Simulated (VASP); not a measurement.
A run of VASP 6.6.1 is set up as follows.

Contents of POSCAR:

```
NaCl
1.0
    3.4595458397      0.0000000000      0.0000000000
    0.0000000000      3.4595458397      0.0000000000
    0.0000000000      0.0000000000      3.4595458397
Na Cl
1 1
Direct
    0.0000000000      0.0000000000      0.0000000000
    0.5000000000      0.5000000000      0.5000000000
```

The input INCAR.step1:

```
PREC     = Accurate       # precision mode
ENCUT    = 520            # plane-wave cutoff, eV
ISMEAR   = 1              # smearing method
SIGMA    = 0.05           # smearing width, eV
LREAL    = False          # projectors in reciprocal space
LASPH    = True           # aspherical terms in the spheres
NELM     = 80             # most SCF steps
NBANDS   = 14             # bands
GGA      = PE             # functional
ALGO     = Normal         # electronic algorithm
EDIFF    = 1E-4           # SCF threshold, eV
LWAVE    = True           # write WAVECAR
LCHARG   = False          # write CHGCAR
```

INCAR.step2

```
PREC     = Accurate       # precision mode
ENCUT    = 520            # plane-wave cutoff, eV
EDIFF    = 1E-6           # SCF threshold, eV
ISMEAR   = 1              # smearing method
SIGMA    = 0.05           # smearing width, eV
LREAL    = False          # projectors in reciprocal space
LASPH    = True           # aspherical terms in the spheres
NELM     = 80             # most SCF steps
ALGO     = Normal         # electronic algorithm
ISIF     = 2              # what is computed and relaxed
LWAVE    = False          # write WAVECAR
LCHARG   = True           # write CHGCAR
METAGGA  = R2SCAN         # meta-GGA
LMIXTAU  = True         
LELF     = True           # ELF
LVHAR    = True         
NBANDS   = 14             # bands
ISTART   = 1
```

The input KPOINTS:

```
regular mesh
0
Gamma
  6 6 6
```

Potentials or basis: VASP PAW PBE potentials, release 64 (Na_pv, Cl).

Command:

```console
$ cat potpaw_PBE.64/Na_pv/POTCAR potpaw_PBE.64/Cl/POTCAR > POTCAR
$ cp INCAR.step1 INCAR
$ mpirun -np 1 vasp_std > vasp.out
$ cp INCAR.step2 INCAR
$ mpirun -np 1 vasp_std > vasp.out
```

(1) Estimate the band gap on the k mesh.

(2) What does it give for the pressure?

## Answers

(1) 4.95 eV, indirect (least direct gap 5.49 eV).

(2) -0.3 GPa.

Caveat: the PAW data sets were made with another functional, which shifts forces and pressure a little.
